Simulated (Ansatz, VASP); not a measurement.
# Two plane-wave programs on W

```
CELL_PARAMETERS angstrom
2.73136 0.00000 0.00000
-0.91045 2.57515 0.00000
0.00000 0.00000 24.92060
ATOMIC_POSITIONS crystal
W 0.00000 0.00000 0.32399
W 0.50000 0.50000 0.41028
W 0.00000 0.00000 0.50000
W 0.50000 0.50000 0.58972
W 0.00000 0.00000 0.67601
```

Alike in both runs: functional PBEsol; k mesh 14 × 14 × 1; occupations fermi-dirac, width 0.1 eV; no spin polarisation.

Ansatz relaxed the structure, and its values are those at the end. VASP's run is a single point on that final structure, the one shown.

|  | VASP | Ansatz |
| --- | --- | --- |
| version | VASP 6.6.1 | Ansatz 0.2.0 |
| potentials or method | VASP PAW PBE potentials, release 64 (W_sv) | PAW with Ansatz's default frozen-core files, scalar-relativistic |
| plane-wave cutoff (eV) | 520 | 420 |
| valence electrons in the cell | 70 | 70 |

|  | VASP | Ansatz | Ansatz less VASP |
| --- | --- | --- | --- |
| rms of the force components (eV/Å) | 0.015 | 0.000 | -0.0153 |

VASP's potentials were made for PBE, not for PBEsol. Ansatz's warnings: stress scf threshold loose.

Neither program's run includes spin-orbit coupling.
